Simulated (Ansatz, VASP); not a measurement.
## Fe in VASP and in Ansatz

INCAR

```
PREC = Accurate
ENCUT = 520
EDIFF = 1E-6
ISMEAR = -1
SIGMA = 0.1
LREAL = False
LASPH = True
NELM = 100
ALGO = Normal
ISIF = 2
LWAVE = False
LCHARG = False
GGA = RP
NBANDS = 19
```

KPOINTS

```
Automatic mesh
0
Gamma
  11 11 14
```

The input POSCAR:

```
Fe
1.0
    3.9875136323      0.0000000000      0.0000000000
   -1.9937568161      3.4532881035      0.0000000000
    0.0000000000      0.0000000000      2.5064314597
Fe
3
Direct
    0.0000000000      0.0000000000      0.0000000000
    0.3333333333      0.6666666667      0.5000000000
    0.6666666667      0.3333333333      0.5000000000
```

Input for Ansatz:

```yaml
crystal:
  lattice:
    - [3.9875136323, 0.0, 0.0]
    - [-1.9937568161, 3.4532881035, 0.0]
    - [0.0, 0.0, 2.5064314597]
  atoms:
    - { symbol: Fe, position: [0.0, 0.0, 0.0] }
    - { symbol: Fe, position: [0.3333333333, 0.6666666667, 0.5] }
    - { symbol: Fe, position: [0.6666666667, 0.3333333333, 0.5] }
hamiltonian:
  xc: rpbe
  pseudopotentials:
    kind: paw
    azcp:
      Fe: "pseudopotentials/Fe.paw.azcp"
basis:
  ecutwfc: 420
  fft_grid_basis: typed
kpoints:
  mp_grid: { grid: [11, 11, 14], shift: [0, 0, 0] }
magnetization:
  spin_polarized: false
scf:
  occupations: { method: fermi_dirac, width: 0.1 }
  lower_state_search: "off"
output:
  stress: true
```

Alike in both runs: task single point; functional RPBE; k mesh 11 × 11 × 14; occupations fermi-dirac, width 0.1 eV; no spin polarisation.

|  | VASP | Ansatz |
| --- | --- | --- |
| version | VASP 6.6.1 | Ansatz 0.2.0 |
| potentials or method | VASP PAW PBE potentials, release 64 (Fe), cutoff 520 eV | plane waves (420 eV) with PAW, scalar-relativistic |
| valence electrons in the cell | 24 | 48 |

```csv
,VASP,Ansatz,Ansatz less VASP
pressure (GPa),-16.5,-16.5,+0.02
"traceless stress, the component that is largest in VASP (GPa)",0.89,0.87,-0.016
```

VASP's potentials were made for PBE, not for RPBE. The functional is the same, so the differences come from potentials, cutoffs and numerics. VASP's potentials hold 24 valence electrons a cell and Ansatz's 48, so a difference there can come from the potentials and not from the codes.
